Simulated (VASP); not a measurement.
# Al (P6_3/mmc) in VASP: further runs

Runs on Al. Level: LDA. Tasks: single point.

Everything below comes from runs of VASP 6.6.1. Logs are shortened: lines on timing, memory, paths and dates and some standing lists are left out, and cuts for length are marked.

## Step 1: The cell of the first run

Symmetry: P6_3/mmc, No. 194, hexagonal system. Conventional cell: a = 2.969 Å, b = 2.969 Å, c = 4.367 Å, α = 90.00°, β = 90.00°, γ = 120.00°. Within 3.7 Å of Al (site symmetry -6m2) lie 12 Al at 2.78 to 2.97 Å.

This isn't the form of Al at room conditions, which is fcc.

## Step 2: Single point, LDA

The input, INCAR:

```
  PREC = Accurate
  ENCUT = 520
  EDIFF = 1E-6
  ISMEAR = 0
  SIGMA = 0.15
  LREAL = F
  LASPH = T
  NELM = 80
  ALGO = Normal
  ISIF = 2
  LWAVE = F
  LCHARG = F
  NBANDS = 10
```

The input, KPOINTS:

```
regular mesh
0
Gamma
  21 21 12
```

The input, POSCAR:

```
Al
1.0
    2.9690168435      0.0000000000      0.0000000000
   -1.4845084217      2.5712440107      0.0000000000
    0.0000000000      0.0000000000      4.3671077923
Al
2
Direct
    0.6666666667      0.3333333333      0.7500000000
    0.3333333333      0.6666666667      0.2500000000
```

Potentials or basis: VASP PAW LDA potentials, release 64 (Al).

Run with:

```bash
$ cat potpaw_LDA.64/Al/POTCAR > POTCAR
$ mpirun -np 1 vasp_std > vasp.out
```

OUTCAR:

```text
PREC = Accurate
   ENCUT = 520
   EDIFF = 1E-6
   ISMEAR = 0
   LREAL = F
   LASPH = T
   NELM = 80
   ISIF = 2

 ion  position               nearest neighbor table
   1  0.667  0.333  0.750-   2 2.78   2 2.78   2 2.78   2 2.78   2 2.78   2 2.78
   2  0.333  0.667  0.250-   1 2.78   1 2.78   1 2.78   1 2.78   1 2.78   1 2.78

  LATTYP: Found a hexagonal cell.
 ALAT       =     2.9690168435
 C/A-ratio  =     1.4708935727

  Lattice vectors:

 A1 = (   2.9690168435,   0.0000000000,   0.0000000000)
 A2 = (  -1.4845084217,   2.5712440107,   0.0000000000)
 A3 = (   0.0000000000,   0.0000000000,   4.3671077923)

Analysis of symmetry for initial positions (statically):
=====================================================================
 Subroutine PRICEL returns:
 Original cell was already a primitive cell.

 Routine SETGRP: Setting up the symmetry group for a
 hexagonal supercell.

 Subroutine GETGRP returns: Found 24 space group operations
 (whereof 12 operations were pure point group operations)
 out of a pool of 24 trial point group operations.

The static configuration has the point symmetry D_3d.
 The point group associated with its full space group is D_6h.

Analysis of symmetry for dynamics (positions and initial velocities):
=====================================================================
 Subroutine PRICEL returns:
 Original cell was already a primitive cell.

 Routine SETGRP: Setting up the symmetry group for a
 hexagonal supercell.

 Subroutine GETGRP returns: Found 24 space group operations
 (whereof 12 operations were pure point group operations)
 out of a pool of 24 trial point group operations.

The dynamic configuration has the point symmetry D_3d.
 The point group associated with its full space group is D_6h.

 Subroutine INISYM returns: Found 24 space group operations
 (whereof 12 operations are pure point group operations),
 and found     1 'primitive' translations

----------------------------------------------------------------------------------------

                                     Primitive cell

  volume of cell :      33.3388

  direct lattice vectors                    reciprocal lattice vectors
     2.969016843  0.000000000  0.000000000     0.336811831  0.194458401  0.000000000
    -1.484508422  2.571244011  0.000000000     0.000000000  0.388916803  0.000000000
     0.000000000  0.000000000  4.367107792     0.000000000  0.000000000  0.228984501

  length of vectors
     2.969016843  2.969016843  4.367107792     0.388916803  0.388916803  0.228984501

  position of ions in fractional coordinates (direct lattice)
     0.666666667  0.333333333  0.750000000
     0.333333333  0.666666667  0.250000000

  ion indices of the primitive-cell ions
   primitive index   ion index
                 1           1
                 2           2

----------------------------------------------------------------------------------------

 KPOINTS: regular mesh

Automatic generation of k-mesh.
 Grid dimensions read from file:
 generate k-points for:   21   21   12

 Generating k-lattice:

  Cartesian coordinates                     Fractional coordinates (reciprocal lattice)
     0.016038659  0.009259924  0.000000000     0.047619048  0.000000000  0.000000000
     0.000000000  0.018519848  0.000000000     0.000000000  0.047619048  0.000000000
     0.000000000  0.000000000  0.019082042     0.000000000  0.000000000  0.083333333

  Length of vectors
     0.018519848  0.018519848  0.019082042

  Shift w.r.t. Gamma in fractional coordinates (k-lattice)
     0.000000000  0.000000000  0.000000000

 Subroutine IBZKPT returns following result:
 ===========================================

 Found    336 irreducible k-points:

 Following reciprocal coordinates:
            Coordinates               Weight
  0.000000  0.000000  0.000000      1.000000
  0.047619  0.000000  0.000000      6.000000
  0.095238  0.000000  0.000000      6.000000
  0.142857  0.000000  0.000000      6.000000
  0.190476  0.000000  0.000000      6.000000
  0.238095  0.000000  0.000000      6.000000
[... 16 lines left out ...]
  0.142857  0.095238  0.000000     12.000000
  0.190476  0.095238  0.000000     12.000000
 [... further k-points ...]
   k-points           NKPTS =    336   k-points in BZ     NKDIM =    336   number of bands    NBANDS=     10
   number of dos      NEDOS =    301   number of ions     NIONS =      2
   total plane-waves  NPLWV =  18432
   dimension x,y,z NGX =    24 NGY =   24 NGZ =   32
   dimension x,y,z NGXF=    48 NGYF=   48 NGZF=   64
   ions per type =               2
   NGX,Y,Z   is equivalent  to a cutoff of  13.44, 13.44, 12.18 a.u.
   NGXF,Y,Z  is equivalent  to a cutoff of  26.88, 26.88, 24.36 a.u.
 SYSTEM =  unknown system
   PREC   = accura    normal or accurate (medium, high low for compatibility)
   ISTART =      0    job   : 0-new  1-cont  2-samecut
   ICHARG =      2    charge: 1-file 2-atom 10-const
   ISPIN  =      1    spin polarized calculation?
   LNONCOLLINEAR =      F non collinear calculations
   LSORBIT =      F    spin-orbit coupling
   LASPH  =      T    aspherical Exc in radial PAW
   ENCUT  =  520.0 eV  38.22 Ry    6.18 a.u.   5.52  5.52  8.12*2*pi/ulx,y,z
   NELM   =     80;   NELMIN=  2; NELMDL= -5     # of ELM steps
   EDIFF  = 0.1E-05   stopping-criterion for ELM
   LREAL  =      F    real-space projection
   EDIFFG = 0.1E-04   stopping-criterion for IOM
   NSW    =      0    number of steps for IOM
   IBRION =     -1    ionic relax: 0-MD 1-quasi-New 2-CG
   NFREE  =      0    steps in history (QN), initial steepest desc. (CG)
   ISIF   =      2    stress and relaxation
   ISYM   =      2    0-nonsym 1-usesym 2-fastsym
   POTIM  = 0.5000    time-step for ionic-motion
   TEBEG  =    0.0;   TEEND  =   0.0 temperature during run
   PSTRESS=    0.0 pullay stress
   NELECT =       6.0000    total number of electrons
   NUPDOWN=      -1.0000    fix difference up-down
   EMIN   =  10.00;   EMAX   =-10.00  energy-range for DOS
   EFERMI =   0.00;   METHOD = LEGACY
   ISMEAR =     0;   SIGMA  =   0.15  broadening in eV -4-tet -1-fermi 0-gaus
   EFERMI_NEDOS =   21; number of points for ismear=-14 and -15
   IALGO  =     38    algorithm
   IMIX   =      4    mixing-type and parameters
     AMIX     =   0.40;   BMIX     =  1.00
     AMIX_MAG =   1.60;   BMIX_MAG =  1.00
  volume/ion in A,a.u.               =      16.67       112.49
  Fermi-wavevector in a.u.,A,eV,Ry     =   0.924291  1.746656 11.623640  0.854313
  Thomas-Fermi vector in A             =   2.050021
   LORBIT       =      0    0 simple, 1 ext, 2 COOP (PROOUT), +10 PAW based schemes
   GGA     = CA    functional components
   LHFCALC =     F    Hartree Fock is set to
   AEXX    =    0.0000 exact exchange contribution
   IVDW    =     0    specifies the selected vdW correction
   LEPSILON=     F    determine dielectric tensor
   LRPA    =     F    only Hartree local field effects (RPA)
 non-spin polarized calculation
 Gauss-broadening in eV      SIGMA  =   0.15
  energy-cutoff  :      520.00
  volume of cell :       33.34
 maximum number of plane-waves:       934
 NGX is ok and might be reduce to    24

 number of electron       6.0000000 magnetization

 Free energy of the ion-electron system (eV)
  ---------------------------------------------------
  ext. energy  EPLUGINS =         0.00000000
  ---------------------------------------------------
  free energy    TOTEN  =        -8.25554060 eV

  energy without entropy =       -8.24641866  energy(sigma->0) =       -8.25097963

 E-fermi :   7.6663     XC(G=0): -10.3014

 val. band max:        7.6630066640   @ k =   0.3810   0.1905   0.1667
 cond. band min:       7.6775330357   @ k =   0.2857   0.0952   0.4167
 fundamental gap:      0.0145263717
 Fermi energy:         7.6662699691

 k-point     1 :       0.0000    0.0000    0.0000
  band No.  band energies     occupation
      1      -3.3544      2.00000
      2       3.8063      2.00000
      3       4.6151      2.00000
      4      16.3841      0.00000
      5      16.3841      0.00000
      6      17.2635      0.00000
      7      17.2635      0.00000
      8      20.0633      0.00000
      9      20.0658      0.00000
     10      22.3616      0.00000

 k-point     2 :       0.0476    0.0000    0.0000
  band No.  band energies     occupation
      1      -3.3039      2.00000
      2       3.8526      2.00000
      3       4.6643      2.00000
      4      15.4421      0.00000
      5      15.8427      0.00000
      6      17.2462      0.00000
      7      17.8933      0.00000
      8      20.4581      0.00000
      9      20.6880      0.00000
     10      21.5426      0.00000

 k-point     3 :       0.0952    0.0000    0.0000
  band No.  band energies     occupation
      1      -3.1523      2.00000
      2       3.9915      2.00000
      3       4.8115      2.00000
      4      13.8965      0.00000
      5      15.0971      0.00000
      6      16.7587      0.00000
      7      18.9026      0.00000
      8      20.1482      0.00000
      9      20.7420      0.00000
     10      21.3814      0.00000

 k-point     4 :       0.1429    0.0000    0.0000
  band No.  band energies     occupation
      1      -2.9000      2.00000
      2       4.2231      2.00000
      3       5.0550      2.00000
      4      12.2865      0.00000
      5      14.4099      0.00000
      6      16.1154      0.00000
      7      18.6498      0.00000
      8      19.5026      0.00000
      9      20.0158      0.00000
     10      20.9512      0.00000
[... 222 lines left out ...]
 k-point    22 :       0.0952    0.0952    0.0000
  band No.  band energies     occupation
      1      -2.7489      2.00000
      2       4.3619      2.00000
      3       5.2000      2.00000
      4      12.3014      0.00000
      5      12.5242      0.00000
      6      18.0343      0.00000
      7      18.2876      0.00000
      8      18.5457      0.00000
      9      19.5010      0.00000
     10      19.7251      0.00000

 k-point    23 :       0.1429    0.0952    0.0000
  band No.  band energies     occupation
      1      -2.3969      2.00000
      2       4.6858      2.00000
      3       5.5337      2.00000
      4      10.8363      0.00000
      5      11.7914      0.00000
      6      17.0577      0.00000
      7      17.5650      0.00000
      8      18.3271      0.00000
      9      18.8267      0.00000
     10      19.0385      0.00000

 k-point    24 :       0.1905    0.0952    0.0000
  band No.  band energies     occupation
      1      -1.9457      2.00000
      2       5.1018      2.00000
      3       5.9472      2.00000
      4       9.3460      0.00000
      5      11.2378      0.00000
      6      15.7164      0.00000
      7      16.5744      0.00000
      8      17.5287      0.00000
      9      18.1468      0.00000
     10      18.5759      0.00000

 [... further k-points ...]
[... 5 lines left out ...]
  --------------------------------------------------------------------------------------
  -------------------------------------------------------------------------------------
  Total       -0.8829048     -0.8829048      0.3740863     -0.0000000      0.0000000      0.0000000
  in kB      -42.4301509    -42.4301509     17.9776351     -0.0000000      0.0000000      0.0000000
  external PRESSURE =     -22.2942222 kB  Pullay stress =       0.0000000 kB

 VOLUME and BASIS-vectors are now :
 -----------------------------------------------------------------------------
  energy-cutoff  :      520.00
  volume of cell :       33.34
      direct lattice vectors                 reciprocal lattice vectors
     2.969016843  0.000000000  0.000000000     0.336811831  0.194458401  0.000000000
    -1.484508422  2.571244011  0.000000000     0.000000000  0.388916803  0.000000000
     0.000000000  0.000000000  4.367107792     0.000000000  0.000000000  0.228984501

 POSITION                                       TOTAL-FORCE (eV/Angst)
 -----------------------------------------------------------------------------------
      1.48451      0.85708      3.27533         0.000000     -0.000000      0.000000
     -0.00000      1.71416      1.09178        -0.000000      0.000000      0.000000
 -----------------------------------------------------------------------------------
    total drift:                                0.000000     -0.000000      0.000000

  FREE ENERGIE OF THE ION-ELECTRON SYSTEM (eV)
  ---------------------------------------------------
  free  energy   TOTEN  =        -8.2555406002 eV

  energy  without entropy=       -8.2464186558  energy(sigma->0) =       -8.25097963
```

Wall time 70 s (1 thread of Intel Xeon 8259CL, shared host); peak memory 0.2 GiB.

Results:

* Free energy: -8.2555 eV
* Pressure: -2.2 GPa
* Band gap on the k mesh: zero (bands 3 and 4 overlap by 8.96 eV)

## Step 3: Single point, LDA

This run uses another cell than the first one, of the same volume but with other edges.

The input, INCAR:

```
SYSTEM = Al
PREC     = Accurate       ! precision mode
ENCUT    = 520            ! plane-wave cutoff, eV
EDIFF    = 1E-6           ! SCF threshold, eV
ISMEAR   = 0              ! smearing method
SIGMA    = 0.15           ! smearing width, eV
LREAL    = .False.        ! projectors in reciprocal space
LASPH    = .True.         ! aspherical terms in the spheres
NELM     = 80             ! most SCF steps
ALGO     = Fast           ! electronic algorithm
ISIF     = 2              ! what is computed and relaxed
LWAVE    = .False.        ! write WAVECAR
LCHARG   = .False.        ! write CHGCAR
GGA      = CA             ! functional
NBANDS   = 10             ! bands
```

The input, KPOINTS:

```
Automatic mesh
0
Gamma
  21 21 12
  0 0 0
```

The input, POSCAR:

```
Al
1.0
    2.6466218154      0.0000000000      0.0000000000
   -1.3233109077      2.2920417263      0.0000000000
    0.0000000000      0.0000000000      5.4958574366
Al
2
Direct
    0.6666666667      0.3333333333      0.7500000000
    0.3333333333      0.6666666667      0.2500000000
```

Potentials or basis: VASP PAW LDA potentials, release 64 (Al).

Run with:

```bash
$ cat potpaw_LDA.64/Al/POTCAR > POTCAR
$ mpirun -np 1 vasp_std > vasp.out
```

It took 2.1 min on 1 thread of Intel Xeon 8259CL, shared host; peak memory 0.2 GiB.

The run converged. Its results:

```yaml
Free_energy: -8.0799 eV
Pressure: 2.2 GPa
Band_gap_on_the_k_mesh: zero (bands 3 and 4 overlap by 4.85 eV)
```

Stress tensor (GPa, compression positive):
```
 7.80  0.00  0.00
 0.00  7.80  0.00
 0.00  0.00 -8.87
```

Levels at points of the mesh, in eV from the Fermi level:
| k point | band 1 | band 2 | band 3 | band 4 | band 5 | band 6 | band 7 | band 8 |
| --- | --- | --- | --- | --- | --- | --- | --- | --- |
| (0.00, 0.00, 0.00) | -11.01 | -7.02 | -5.30 | 7.15 | 7.63 | 13.92 | 13.92 | 14.30 |
| (0.00, 0.00, 0.50) | -9.82 | -9.82 | -0.29 | -0.29 | 14.45 | 14.45 | 14.45 | 14.45 |

## Step 4: Single point, LDA

This run uses another cell than the first one, of the same volume but with other edges.

The input, INCAR:

```
SYSTEM = Al
  PREC = Accurate
  ENCUT = 520
  EDIFF = 1E-6
  ISMEAR = 0
  SIGMA = 0.15
  LREAL = .False.
  LASPH = .True.
  NELM = 80
  ALGO = Normal
  ISIF = 2
  LWAVE = .False.
  LCHARG = .False.
  NBANDS = 10
```

The input, KPOINTS:

```
regular mesh
0
Gamma
  21 21 12
  0 0 0
```

The input, POSCAR:

```
Al
1.0
    2.8917208132      0.0000000000      0.0000000000
   -1.4458604066      2.5043036849      0.0000000000
    0.0000000000      0.0000000000      4.6036946748
Al
2
Direct
    0.6666666667      0.3333333333      0.7500000000
    0.3333333333      0.6666666667      0.2500000000
```

Run with:

```bash
$ cat potpaw_LDA.64/Al/POTCAR > POTCAR
$ mpirun -np 1 vasp_std > vasp.out
```

Wall time 81 s (1 thread of Intel Xeon 8259CL, shared host); peak memory 0.2 GiB.

It converged, with:

```
Free energy            : -8.2989 eV
Pressure               : -3.1 GPa
Band gap on the k mesh : zero (bands 3 and 4 overlap by 7.71 eV)
```

Stress tensor (GPa, compression positive):
```
-4.04  0.00  0.00
 0.00 -4.04  0.00
 0.00  0.00 -1.36
```

Levels at points of the mesh, in eV from the Fermi level:
```tsv
k point	band 1	band 2	band 3	band 4	band 5	band 6	band 7
(0.00, 0.00, 0.00)	-11.03	-4.37	-4.07	9.95	9.95	10.56	10.56
(0.00, 0.00, 0.50)	-9.30	-9.30	3.88	3.88	11.32	11.32	11.32
```

Caveat: the cell stands under tension.

## Step 5: Single point, LDA

This run uses another cell than the first one, of the same volume but with other edges.

Edit INCAR of step 4 so:

```diff
@@ -3,3 +3,3 @@
   ENCUT = 520
-  EDIFF = 1E-6
+  EDIFF = 1E-7
   ISMEAR = 0
@@ -13,2 +13,3 @@
   LCHARG = .False.
+  GGA = CA
   NBANDS = 10
```

KPOINTS is that of step 4.

The input, POSCAR:

```
Al
1.0
    2.7245079212      0.0000000000      0.0000000000
   -1.3622539606      2.3594930726      0.0000000000
    0.0000000000      0.0000000000      5.1861262460
Al
2
Direct
    0.6666666667      0.3333333333      0.7500000000
    0.3333333333      0.6666666667      0.2500000000
```

Run with:

```bash
$ cat potpaw_LDA.64/Al/POTCAR > POTCAR
$ mpirun -np 1 vasp_std > vasp.out
```

Wall time 1.8 min (1 thread of Intel Xeon 8259CL, shared host); peak memory 0.19 GiB.

It converged, with:

* Free energy: -8.2287 eV
* Pressure: -1.1 GPa
* Band gap on the k mesh: zero (bands 3 and 4 overlap by 5.80 eV)

Stress tensor (GPa, compression positive):
```
 1.68  0.00  0.00
 0.00  1.68  0.00
 0.00  0.00 -6.75
```

Levels at points of the mesh, in eV from the Fermi level:
```
           k point  band 1  band 2  band 3  band 4  band 5  band 6  band 7
(0.00, 0.00, 0.00)  -11.01   -6.12   -5.10    9.30    9.45   12.84   12.84
(0.00, 0.00, 0.50)   -9.65   -9.65    0.89    0.89   13.54   13.54   13.54
```

## Step 6: Single point, LDA

This run uses another cell than the first one, of the same volume but with other edges.

The input, INCAR:

```
PREC = Accurate
ENCUT = 520
EDIFF = 1E-6
ISMEAR = 0
SIGMA = 0.15
LREAL = False
LASPH = True
NELM = 100
ALGO = Normal
ISIF = 2
LWAVE = False
LCHARG = False
GGA = CA
NBANDS = 10
```

The input, KPOINTS:

```
regular mesh
0
Gamma
  21 21 12
```

The input, POSCAR:

```
Al
1.0
    2.8509869252      0.0000000000      0.0000000000
   -1.4254934626      2.4690271031      0.0000000000
    0.0000000000      0.0000000000      4.7361863651
Al
2
Direct
    0.6666666667      0.3333333333      0.7500000000
    0.3333333333      0.6666666667      0.2500000000
```

Potentials or basis: VASP PAW LDA potentials, release 64 (Al).

Run with:

```bash
$ cat potpaw_LDA.64/Al/POTCAR > POTCAR
$ mpirun -np 1 vasp_std > vasp.out
```

It took 82 s on 1 thread of Intel Xeon 8259CL, shared host; peak memory 0.2 GiB.

It converged, with:

| Property | Result |
| --- | --- |
| Free energy | -8.3072 eV |
| Pressure | -3.2 GPa |
| Band gap on the k mesh | zero (bands 3 and 4 overlap by 7.20 eV) |

Stress tensor (GPa, compression positive):
```
-3.11  0.00  0.00
 0.00 -3.11  0.00
 0.00  0.00 -3.27
```

Levels at points of the mesh, in eV from the Fermi level:
| k point | band 1 | band 2 | band 3 | band 4 | band 5 | band 6 | band 7 | band 8 |
| --- | --- | --- | --- | --- | --- | --- | --- | --- |
| (0.00, 0.00, 0.00) | -11.03 | -4.59 | -4.59 | 10.64 | 10.64 | 11.09 | 11.09 | 11.81 |
| (0.00, 0.00, 0.50) | -9.39 | -9.39 | 3.10 | 3.10 | 11.89 | 11.89 | 11.89 | 11.89 |

Caveat: the cell stands under tension.

## Step 7: Summary

```csv
cell,gap on the mesh (eV),pressure (GPa)
"a = 2.969, b = 2.969, c = 4.367 Å, angles 90.0, 90.0, 120.0°, 2 atoms",none,-2.2
"a = 2.647, b = 2.647, c = 5.496 Å, angles 90.0, 90.0, 120.0°, 2 atoms",none,2.2
"a = 2.892, b = 2.892, c = 4.604 Å, angles 90.0, 90.0, 120.0°, 2 atoms",none,-3.1
"a = 2.725, b = 2.725, c = 5.186 Å, angles 90.0, 90.0, 120.0°, 2 atoms",none,-1.1
"a = 2.851, b = 2.851, c = 4.736 Å, angles 90.0, 90.0, 120.0°, 2 atoms",none,-3.2
```

Alike in all rows: task single point; level LDA; potentials or basis VASP PAW LDA potentials, release 64 (Al); no spin polarisation; k mesh 21 × 21 × 12; cutoff (eV) 520; smearing gaussian 0.15 eV.

Caveats: the cell stands under tension (at least some runs).

Total energies depend on the potentials used, so only differences within one code and one set of settings carry meaning.
